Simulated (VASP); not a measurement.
Input of a VASP 6.6.1 run:

Contents of INCAR:

```
SYSTEM = HoO3
  PREC = Accurate
  ENCUT = 600
  EDIFF = 1E-7
  ISMEAR = 0
  SIGMA = 0.1
  LREAL = .False.
  LASPH = .True.
  NELM = 200
  ALGO = Normal
  ISIF = 3
  LWAVE = .False.
  LCHARG = .False.
  GGA = PE
  IBRION = 2
  NSW = 100
  EDIFFG = -0.01
  GGA_COMPAT = .False.
  NELMIN = 4
  LMAXMIX = 6
```

File KPOINTS:

```
regular mesh
0
Gamma
  14 14 14
  0 0 0
```

Contents of POSCAR:

```
HoO3
1.0
    0.0000000000      2.7648435793      2.7648435793
    2.7648435793      0.0000000000      2.7648435793
    2.7648435793      2.7648435793      0.0000000000
Ho O
1 3
Direct
    0.0000000000      0.0000000000      0.0000000000
    0.2500000000      0.2500000000      0.2500000000
    0.7500000000      0.7500000000      0.7500000000
    0.5000000000      0.5000000000      0.5000000000
```

Potentials or basis: VASP PAW PBE potentials, release 64 (Ho_3, O), 4f in core.

The run is started by

```sh
$ cat potpaw_PBE.64/Ho_3/POTCAR potpaw_PBE.64/O/POTCAR > POTCAR
$ mpirun -np 1 vasp_std > vasp.out
```

**Question.** Estimate the band gap on the k mesh.

**Answer.** Zero (an odd number of electrons rules out a gap without spin polarisation).

Final structure:
```
CELL_PARAMETERS angstrom
0.00000 2.76484 2.76484
2.76484 0.00000 2.76484
2.76484 2.76484 0.00000
ATOMIC_POSITIONS crystal
Ho 0.00000 0.00000 0.00000
O 0.25000 0.25000 0.25000
O 0.75000 0.75000 0.75000
O 0.50000 0.50000 0.50000
```

Caveat: the relaxation stopped at its first step, so nothing moved; spin-orbit coupling is left out, which moves the levels of the heavy elements; the 4f electrons are frozen in the core, so they carry no moment and show no levels; an odd number of electrons without spin polarisation forces a metal; a magnetic or distorted state may lie lower; the run has no spin polarisation, though such a crystal can be magnetic. With open d or f shells a metallic result of PBE can be an artefact of self-interaction; +U or a hybrid may open a gap.
